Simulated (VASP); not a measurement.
# Ba3SbS2 (P6/mmm) in VASP: further runs

The runs below take Ba3SbS2 through single point, relaxation of cell and atoms, with PBE.

All numbers are computed with VASP 6.6.1; they aren't measurements. Logs are shortened: lines on timing, memory, paths and dates and some standing lists are left out, and cuts for length are marked.

### 1 The cell of the first run

Symmetry: P6/mmm, No. 191, hexagonal system. Conventional cell: a = 8.176 Å, b = 8.176 Å, c = 4.017 Å, α = 90.00°, β = 90.00°, γ = 120.00°. Within 4.1 Å of Ba (site symmetry mmm) lie 4 S at 3.10 Å and 6 Ba at 4.02 to 4.09 Å. Within 5.3 Å of Sb (site symmetry 6/mmm) lie 2 Sb at 4.02 Å and 12 Ba at 4.55 Å and 6 S at 4.72 Å. Within 4.1 Å of S (site symmetry -6m2) lie 6 Ba at 3.10 Å and 2 S at 4.02 Å.

The cell was built from a structure type or drawn by symmetry, and may not be a known phase.

### 2 Single point, PBE

The input, INCAR:

```
PREC = Accurate
ENCUT = 520
EDIFF = 1E-7
ISMEAR = 0
SIGMA = 0.1
LREAL = False
LASPH = True
NELM = 100
ALGO = Normal
ISIF = 2
LWAVE = False
LCHARG = False
GGA = PE
NBANDS = 32
```

The input, KPOINTS:

```
regular mesh
0
Gamma
  6 6 10
```

The input, POSCAR:

```
Ba3SbS2
1.0
    8.1758746762      0.0000000037      0.0000000000
   -4.0879373413      7.0805151659      0.0000000000
    0.0000000000      0.0000000000      4.0171912232
Ba Sb S
3 1 2
Direct
    0.5000000000      0.5000000000      0.5000000000
    0.5000000000      0.0000000000      0.5000000000
    0.0000000000      0.5000000000      0.5000000000
    0.0000000000      0.0000000000      0.0000000000
    0.6666666667      0.3333333333      0.0000000000
    0.3333333333      0.6666666667      0.0000000000
```

Potentials or basis: VASP PAW PBE potentials, release 64 (Ba_sv, Sb, S).

On the command line:

```console
> cat potpaw_PBE.64/Ba_sv/POTCAR potpaw_PBE.64/Sb/POTCAR potpaw_PBE.64/S/POTCAR > POTCAR
> mpirun -np 1 vasp_std > vasp.out
```

OUTCAR:

```text
PREC = Accurate
   ENCUT = 520
   EDIFF = 1E-7
   ISMEAR = 0
   LREAL = False
   LASPH = True
   NELM = 100
   ISIF = 2
   GGA = PE

 ion  position               nearest neighbor table
   1  0.500  0.500  0.500-   5 3.10   6 3.10   5 3.10   6 3.10   3 4.09   3 4.09   2 4.09   2 4.09

   2  0.500  0.000  0.500-   5 3.10   6 3.10   5 3.10   6 3.10   1 4.09   1 4.09   3 4.09   3 4.09

   3  0.000  0.500  0.500-   5 3.10   6 3.10   5 3.10   6 3.10   1 4.09   1 4.09   2 4.09   2 4.09

   4  0.000  0.000  0.000-
   5  0.667  0.333  0.000-   3 3.10   3 3.10   2 3.10   2 3.10   1 3.10   1 3.10
   6  0.333  0.667  0.000-   3 3.10   3 3.10   2 3.10   2 3.10   1 3.10   1 3.10

  LATTYP: Found a hexagonal cell.
 ALAT       =     8.1758746762
 C/A-ratio  =     0.4913469668

  Lattice vectors:

 A1 = (   8.1758746762,   0.0000000037,   0.0000000000)
 A2 = (  -4.0879373413,   7.0805151659,   0.0000000000)
 A3 = (   0.0000000000,   0.0000000000,   4.0171912232)

Analysis of symmetry for initial positions (statically):
=====================================================================
 Subroutine PRICEL returns:
 Original cell was already a primitive cell.

 Routine SETGRP: Setting up the symmetry group for a
 hexagonal supercell.

 Subroutine GETGRP returns: Found 24 space group operations
 (whereof 24 operations were pure point group operations)
 out of a pool of 24 trial point group operations.

The static configuration has the point symmetry D_6h.

Analysis of symmetry for dynamics (positions and initial velocities):
=====================================================================
 Subroutine PRICEL returns:
 Original cell was already a primitive cell.

 Routine SETGRP: Setting up the symmetry group for a
 hexagonal supercell.

 Subroutine GETGRP returns: Found 24 space group operations
 (whereof 24 operations were pure point group operations)
 out of a pool of 24 trial point group operations.

The dynamic configuration has the point symmetry D_6h.

 Subroutine INISYM returns: Found 24 space group operations
 (whereof 24 operations are pure point group operations),
 and found     1 'primitive' translations

----------------------------------------------------------------------------------------

                                     Primitive cell

  volume of cell :     232.5528

  direct lattice vectors                    reciprocal lattice vectors
     8.175874676  0.000000004  0.000000000     0.122311072  0.070616331  0.000000000
    -4.087937341  7.080515166  0.000000000    -0.000000000  0.141232661  0.000000000
     0.000000000  0.000000000  4.017191223     0.000000000  0.000000000  0.248930147

  length of vectors
     8.175874676  8.175874676  4.017191223     0.141232661  0.141232661  0.248930147

  position of ions in fractional coordinates (direct lattice)
     0.500000000  0.500000000  0.500000000
     0.500000000  0.000000000  0.500000000
     1.000000000  0.500000000  0.500000000
     0.000000000  0.000000000  0.000000000
     0.666666667  0.333333333  0.000000000
     0.333333333  0.666666667  0.000000000

  ion indices of the primitive-cell ions
   primitive index   ion index
                 1           1
                 2           2
                 3           3
                 4           4
                 5           5
                 6           6

----------------------------------------------------------------------------------------

 KPOINTS: regular mesh

Automatic generation of k-mesh.
 Grid dimensions read from file:
 generate k-points for:    6    6   10

 Generating k-lattice:

  Cartesian coordinates                     Fractional coordinates (reciprocal lattice)
     0.020385179  0.011769388  0.000000000     0.166666667 -0.000000000  0.000000000
    -0.000000000  0.023538777  0.000000000     0.000000000  0.166666667  0.000000000
     0.000000000  0.000000000  0.024893015     0.000000000  0.000000000  0.100000000

  Length of vectors
     0.023538777  0.023538777  0.024893015

  Shift w.r.t. Gamma in fractional coordinates (k-lattice)
     0.000000000  0.000000000  0.000000000

 Subroutine IBZKPT returns following result:
 ===========================================

 Found     42 irreducible k-points:

 Following reciprocal coordinates:
            Coordinates               Weight
  0.000000  0.000000  0.000000      1.000000
  0.166667  0.000000  0.000000      6.000000
  0.333333  0.000000  0.000000      6.000000
  0.500000  0.000000  0.000000      3.000000
  0.166667  0.166667  0.000000      6.000000
  0.333333  0.166667  0.000000     12.000000
[... 16 lines left out ...]
  0.166667  0.000000  0.300000     12.000000
  0.333333  0.000000  0.300000     12.000000
 [... further k-points ...]
   k-points           NKPTS =     42   k-points in BZ     NKDIM =     42   number of bands    NBANDS=     32
   number of dos      NEDOS =    301   number of ions     NIONS =      6
   total plane-waves  NPLWV = 122880
   dimension x,y,z NGX =    64 NGY =   64 NGZ =   30
   dimension x,y,z NGXF=   128 NGYF=  128 NGZF=   60
   ions per type =               3   1   2
   NGX,Y,Z   is equivalent  to a cutoff of  13.01, 13.01, 12.42 a.u.
   NGXF,Y,Z  is equivalent  to a cutoff of  26.03, 26.03, 24.83 a.u.
 SYSTEM =  unknown system
   PREC   = accura    normal or accurate (medium, high low for compatibility)
   ISTART =      0    job   : 0-new  1-cont  2-samecut
   ICHARG =      2    charge: 1-file 2-atom 10-const
   ISPIN  =      1    spin polarized calculation?
   LNONCOLLINEAR =      F non collinear calculations
   LSORBIT =      F    spin-orbit coupling
   LASPH  =      T    aspherical Exc in radial PAW
   ENCUT  =  520.0 eV  38.22 Ry    6.18 a.u.  15.20 15.20  7.47*2*pi/ulx,y,z
   NELM   =    100;   NELMIN=  2; NELMDL= -5     # of ELM steps
   EDIFF  = 0.1E-06   stopping-criterion for ELM
   LREAL  =      F    real-space projection
   EDIFFG = 0.1E-05   stopping-criterion for IOM
   NSW    =      0    number of steps for IOM
   IBRION =     -1    ionic relax: 0-MD 1-quasi-New 2-CG
   NFREE  =      0    steps in history (QN), initial steepest desc. (CG)
   ISIF   =      2    stress and relaxation
   ISYM   =      2    0-nonsym 1-usesym 2-fastsym
   POTIM  = 0.5000    time-step for ionic-motion
   TEBEG  =    0.0;   TEEND  =   0.0 temperature during run
   PSTRESS=    0.0 pullay stress
   NELECT =      47.0000    total number of electrons
   NUPDOWN=      -1.0000    fix difference up-down
   EMIN   =  10.00;   EMAX   =-10.00  energy-range for DOS
   EFERMI =   0.00;   METHOD = LEGACY
   ISMEAR =     0;   SIGMA  =   0.10  broadening in eV -4-tet -1-fermi 0-gaus
   EFERMI_NEDOS =   21; number of points for ismear=-14 and -15
   IALGO  =     38    algorithm
   IMIX   =      4    mixing-type and parameters
     AMIX     =   0.40;   BMIX     =  1.00
     AMIX_MAG =   1.60;   BMIX_MAG =  1.00
  volume/ion in A,a.u.               =      38.76       261.56
  Fermi-wavevector in a.u.,A,eV,Ry     =   0.960728  1.815512 12.558143  0.922997
  Thomas-Fermi vector in A             =   2.090037
   LORBIT       =      0    0 simple, 1 ext, 2 COOP (PROOUT), +10 PAW based schemes
   GGA     = PE    functional components
   LHFCALC =     F    Hartree Fock is set to
   AEXX    =    0.0000 exact exchange contribution
   IVDW    =     0    specifies the selected vdW correction
   LEPSILON=     F    determine dielectric tensor
   LRPA    =     F    only Hartree local field effects (RPA)
 non-spin polarized calculation
 Gauss-broadening in eV      SIGMA  =   0.10
  energy-cutoff  :      520.00
  volume of cell :      232.55
 maximum number of plane-waves:      6302
 NGX is ok and might be reduce to    64
   NGX = 31   NGY = 31   NGZ = 15

 number of electron      46.9999996 magnetization

 Free energy of the ion-electron system (eV)
  ---------------------------------------------------
  ext. energy  EPLUGINS =         0.00000000
  ---------------------------------------------------
  free energy    TOTEN  =       -26.06176938 eV

  energy without entropy =      -26.05231776  energy(sigma->0) =      -26.05704357

 E-fermi :   2.9333     XC(G=0):  -8.2293

 val. band max:        2.9226048772   @ k =   0.3333   0.1667   0.5000
 cond. band min:       2.9360323536   @ k =   0.5000   0.0000   0.5000
 fundamental gap:      0.0134274764
 Fermi energy:         2.9332972530

 k-point     1 :       0.0000    0.0000    0.0000
  band No.  band energies     occupation
      1     -25.6358      2.00000
      2     -25.5655      2.00000
      3     -25.5655      2.00000
      4     -12.1817      2.00000
      5     -11.0478      2.00000
      6     -11.0478      2.00000
[... 24 lines left out ...]
     31       5.9477      0.00000
     32       5.9480      0.00000

 k-point     2 :       0.1667    0.0000    0.0000
  band No.  band energies     occupation
      1     -25.6317      2.00000
      2     -25.5697      2.00000
      3     -25.5655      2.00000
      4     -12.1265      2.00000
      5     -11.0798      2.00000
      6     -11.0222      2.00000
[... 24 lines left out ...]
     31       6.0203      0.00000
     32       6.1422      0.00000

 k-point     3 :       0.3333    0.0000    0.0000
  band No.  band energies     occupation
      1     -25.6211      2.00000
      2     -25.5806      2.00000
      3     -25.5655      2.00000
      4     -11.9775      2.00000
      5     -11.2509      2.00000
      6     -10.9513      2.00000
[... 24 lines left out ...]
     31       6.2183      0.00000
     32       6.4496      0.00000

 k-point     4 :       0.5000    0.0000    0.0000
  band No.  band energies     occupation
      1     -25.6126      2.00000
      2     -25.5892      2.00000
      3     -25.5655      2.00000
      4     -11.8518      2.00000
      5     -11.4188      2.00000
      6     -10.9382      2.00000
[... 24 lines left out ...]
     31       6.3908      0.00000
     32       6.4793      0.00000

 k-point     5 :       0.1667    0.1667    0.0000
  band No.  band energies     occupation
      1     -25.6243      2.00000
      2     -25.5774      2.00000
      3     -25.5655      2.00000
      4     -12.0220      2.00000
      5     -11.1943      2.00000
      6     -10.9718      2.00000
[... 584 lines left out ...]
     31       6.0181      0.00000
     32       6.3045      0.00000

 k-point    22 :       0.0000    0.0000    0.3000
  band No.  band energies     occupation
      1     -25.5983      2.00000
      2     -25.5325      2.00000
      3     -25.5325      2.00000
      4     -11.7246      2.00000
      5     -11.5804      2.00000
      6     -10.9753      2.00000
[... 24 lines left out ...]
     31       6.2462      0.00000
     32       6.3450      0.00000

 k-point    23 :       0.1667    0.0000    0.3000
  band No.  band energies     occupation
      1     -25.5944      2.00000
      2     -25.5364      2.00000
      3     -25.5325      2.00000
      4     -11.6886      2.00000
      5     -11.5643      2.00000
      6     -10.9751      2.00000
[... 24 lines left out ...]
     31       6.0415      0.00000
     32       6.3534      0.00000

 k-point    24 :       0.3333    0.0000    0.3000
  band No.  band energies     occupation
      1     -25.5845      2.00000
      2     -25.5465      2.00000
      3     -25.5325      2.00000
      4     -11.6047      2.00000
      5     -11.5276      2.00000
      6     -11.0139      2.00000
[... 24 lines left out ...]
     31       5.7106      0.00000
     32       6.0210      0.00000

 [... further k-points ...]

------------------------ aborting loop because EDIFF is reached ----------------------------------------

  FORCE on cell =-STRESS in cart. coord.  units (eV):
  Direction    XX          YY          ZZ          XY          YZ          ZX
  --------------------------------------------------------------------------------------
  -------------------------------------------------------------------------------------
  Total        0.7386601      0.7386601      1.1059988      0.0000000      0.0000000      0.0000000
  in kB        5.0890142      5.0890142      7.6198017      0.0000000      0.0000000      0.0000000
  external PRESSURE =       5.9326100 kB  Pullay stress =       0.0000000 kB

 VOLUME and BASIS-vectors are now :
 -----------------------------------------------------------------------------
  energy-cutoff  :      520.00
  volume of cell :      232.55
      direct lattice vectors                 reciprocal lattice vectors
     8.175874676  0.000000004  0.000000000     0.122311072  0.070616331  0.000000000
    -4.087937341  7.080515166  0.000000000    -0.000000000  0.141232661  0.000000000
     0.000000000  0.000000000  4.017191223     0.000000000  0.000000000  0.248930147

 POSITION                                       TOTAL-FORCE (eV/Angst)
 -----------------------------------------------------------------------------------
      2.04397      3.54026      2.00860        -0.000000      0.000000      0.000000
      4.08794      0.00000      2.00860         0.000000      0.000000      0.000000
     -2.04397      3.54026      2.00860        -0.000000      0.000000      0.000000
      0.00000      0.00000      0.00000        -0.000000      0.000000      0.000000
      4.08794      2.36017      0.00000        -0.000000      0.000000      0.000000
     -0.00000      4.72034      0.00000         0.000000     -0.000000      0.000000
 -----------------------------------------------------------------------------------
    total drift:                               -0.000000      0.000000     -0.000000

  FREE ENERGIE OF THE ION-ELECTRON SYSTEM (eV)
  ---------------------------------------------------
  free  energy   TOTEN  =       -26.0617693817 eV

  energy  without entropy=      -26.0523177586  energy(sigma->0) =      -26.05704357
```

Wall time 2.3 min (1 thread of Intel Xeon 6975P-C (Granite Rapids), shared host); peak memory 0.53 GiB.

Results:

| Item | Value |
| --- | --- |
| Free energy | -26.0618 eV |
| Pressure | 0.6 GPa |
| Band gap on the k mesh | zero (an odd number of electrons rules out a gap without spin polarisation) |

Stress tensor (GPa, compression positive):
```
0.51 0.00 0.00
0.00 0.51 0.00
0.00 0.00 0.76
```

Levels at points of the mesh, in eV from the Fermi level:
| k point | band 22 | band 23 | band 24 | band 25 | band 26 | band 27 |
| --- | --- | --- | --- | --- | --- | --- |
| (0.00, 0.00, 0.00) | -0.65 | -0.65 | -0.10 | 0.80 | 0.80 | 0.91 |
| (0.50, 0.00, 0.00) | -1.35 | -0.89 | 0.41 | 1.13 | 1.79 | 1.81 |
| (0.00, 0.00, 0.50) | -1.89 | -0.36 | -0.36 | 1.05 | 1.05 | 2.76 |
| (0.50, 0.00, 0.50) | -1.69 | -0.05 | 0.00 | 1.15 | 1.58 | 2.02 |

Caveat: spin-orbit coupling is left out, which moves the levels of the heavy elements.

### 3 Relaxation of cell and atoms, PBE

This run uses another cell than the first one, of 32.21 Å³/atom.

The input, INCAR:

```
SYSTEM = Ba3SbS2
PREC     = Accurate       ! precision mode
ENCUT    = 600            ! plane-wave cutoff, eV
EDIFF    = 1E-6           ! SCF threshold, eV
ISMEAR   = 0              ! smearing method
SIGMA    = 0.1            ! smearing width, eV
LREAL    = .False.        ! projectors in reciprocal space
LASPH    = .True.         ! aspherical terms in the spheres
NELM     = 60             ! most SCF steps
ALGO     = Normal         ! electronic algorithm
ISIF     = 3              ! what is computed and relaxed
LWAVE    = .False.        ! write WAVECAR
LCHARG   = .False.        ! write CHGCAR
GGA      = PE             ! functional
IBRION   = 2              ! ionic algorithm
NSW      = 100            ! ionic steps
EDIFFG   = -0.01          ! ionic threshold
```

The input, KPOINTS:

```
regular mesh
0
Gamma
  6 6 8
  0 0 0
```

The input, POSCAR:

```
Ba3SbS2
1.0
    6.4642753900      0.0000000000      0.0000000000
   -3.2321377000      5.5982267100      0.0000000000
    0.0000000000      0.0000000000      5.3410219600
Ba Sb S
3 1 2
Direct
    0.5000000000      0.5000000000      0.5000000000
    0.5000000000      0.0000000000      0.5000000000
    0.0000000000      0.5000000000      0.5000000000
    0.0000000000      0.0000000000      0.0000000000
    0.6666666700      0.3333333300      0.0000000000
    0.3333333300      0.6666666700      0.0000000000
```

Potentials or basis: VASP PAW PBE potentials, release 64 (Ba_sv, Sb, S).

On the command line:

```console
> cat potpaw_PBE.64/Ba_sv/POTCAR potpaw_PBE.64/Sb/POTCAR potpaw_PBE.64/S/POTCAR > POTCAR
> mpirun -np 1 vasp_std > vasp.out
```

It took 19 min on 1 thread of Intel Xeon 6975P-C (Granite Rapids), shared host; peak memory 0.56 GiB.

The run converged. Its results:

- Free energy: -26.0714 eV
- Relaxed volume: 39.43 Å³/atom
- Relaxed cell: a = 8.195 Å, b = 8.195 Å, c = 4.067 Å, α = 90.00°, β = 90.00°, γ = 120.00°
- Space group after relaxing (to 0.1 Å): P6/mmm (No. 191)
- Energy gained by relaxing: 932.8 meV/atom
- Ionic steps: 12
- Pressure after relaxing: 0.0 GPa
- Band gap on the k mesh: zero (an odd number of electrons rules out a gap without spin polarisation)

Step by step:
```
step  energy change (eV)  largest force (eV/Å)  pressure (GPa)  volume (Å³)
   1              0.0000                0.0000            1.85       193.28
   2             -3.2459                0.0000            2.98       200.81
   3             -4.1348                0.0000            9.29       197.56
   4             -4.8588                0.0000            7.52       200.72
   5             -4.9309                0.0000           -2.90       272.22
   6             -5.4806                0.0000            0.66       234.32
   7             -5.4812                0.0000            0.82       233.23
   8             -5.5934                0.0000            0.29       234.83
   9             -5.5959                0.0000            0.19       235.08
  10             -5.5959                0.0000            0.20       235.05
  11             -5.5968                0.0000           -0.05       236.96
  12             -5.5968                0.0000            0.00       236.57
```

Final structure:
```
Ba Sb S
1.0
     8.19503    0.00000    0.00000
    -4.09751    7.09710    0.00000
     0.00000    0.00000    4.06745
Ba Sb S
3 1 2
Direct
  0.50000 0.50000 0.50000
  0.50000 0.00000 0.50000
  0.00000 0.50000 0.50000
  0.00000 0.00000 0.00000
  0.66667 0.33333 0.00000
  0.33333 0.66667 0.00000
```

Levels at points of the mesh, in eV from the Fermi level:
```csv
k point,band 21,band 22,band 23,band 24,band 25,band 26
"(0.00, 0.00, 0.00)",-2.05,-0.51,-0.51,-0.01,0.89,0.89
"(0.50, 0.00, 0.00)",-2.45,-1.20,-0.74,0.51,1.23,1.89
"(0.00, 0.00, 0.50)",-2.29,-1.63,-0.25,-0.25,1.10,1.10
"(0.50, 0.00, 0.50)",-2.56,-1.41,0.05,0.10,1.22,1.68
```

Caveat: the volume moved by over 15 % at a fixed basis, so the end points are rough; spin-orbit coupling is left out, which moves the levels of the heavy elements.
